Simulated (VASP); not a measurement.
A run of VASP 6.6.1 is set up as follows.

INCAR

```
ALGO = Normal
EDIFF = 1E-7
EDIFFG = -0.001
ENCUT = 500
GGA = PE
GGA_COMPAT = F
IBRION = 2
ISIF = 3
ISMEAR = 0
LASPH = T
LCHARG = F
LMAXMIX = 6
LREAL = F
LWAVE = F
NELM = 200
NELMIN = 4
NSW = 80
PREC = Accurate
SIGMA = 0.1
```

File KPOINTS:

```
k-points
0
Gamma
  6 6 6
```

The input POSCAR:

```
Sr4TmSi
1.0
    2.8887699352      1.6678320997      8.6902862466
   -2.8887699352      1.6678320997      8.6902862466
    0.0000000000     -3.3356641995      8.6902862466
Sr Tm Si
4 1 1
Direct
    0.7050923268      0.7050923268      0.7050923268
    0.2949076732      0.2949076732      0.2949076732
    0.8818616430      0.8818616430      0.8818616430
    0.1181383570      0.1181383570      0.1181383570
    0.5000000000      0.5000000000      0.5000000000
    0.0000000000      0.0000000000      0.0000000000
```

Potentials or basis: VASP PAW PBE potentials, release 64 (Sr_sv, Tm_3, Si), 4f in core.

The run is started by

```console
$ cat potpaw_PBE.64/Sr_sv/POTCAR potpaw_PBE.64/Tm_3/POTCAR potpaw_PBE.64/Si/POTCAR > POTCAR
$ mpirun -np 1 vasp_std > vasp.out
```

What does it give for the relaxed volume?

41.97 Å³/atom.

Predict the band gap on the k mesh.

zero (an odd number of electrons rules out a gap without spin polarisation).

What does it give for the relaxed cell?

a = 9.316 Å, b = 9.316 Å, c = 9.316 Å, α = 36.16°, β = 36.16°, γ = 36.16°.

Final structure:
```cif
data_structure
_symmetry_space_group_name_H-M 'P 1'
_symmetry_Int_Tables_number 1
_cell_length_a 9.3160
_cell_length_b 9.3160
_cell_length_c 9.3160
_cell_angle_alpha 36.161
_cell_angle_beta 36.161
_cell_angle_gamma 36.161
_cell_volume 251.84
loop_
_atom_site_label
_atom_site_type_symbol
_atom_site_fract_x
_atom_site_fract_y
_atom_site_fract_z
_atom_site_occupancy
Sr1 Sr 0.70512 0.70512 0.70512 1
Sr2 Sr 0.29488 0.29488 0.29488 1
Sr3 Sr 0.88189 0.88189 0.88189 1
Sr4 Sr 0.11811 0.11811 0.11811 1
Tm1 Tm 0.50000 0.50000 0.50000 1
Si1 Si 0.00000 0.00000 0.00000 1
```

Caveat: spin-orbit coupling is left out, which moves the levels of the heavy elements; the 4f electrons are frozen in the core, so they carry no moment and show no levels. Spin polarisation is off, so any magnetic state and its effect on volume and gap are missing.
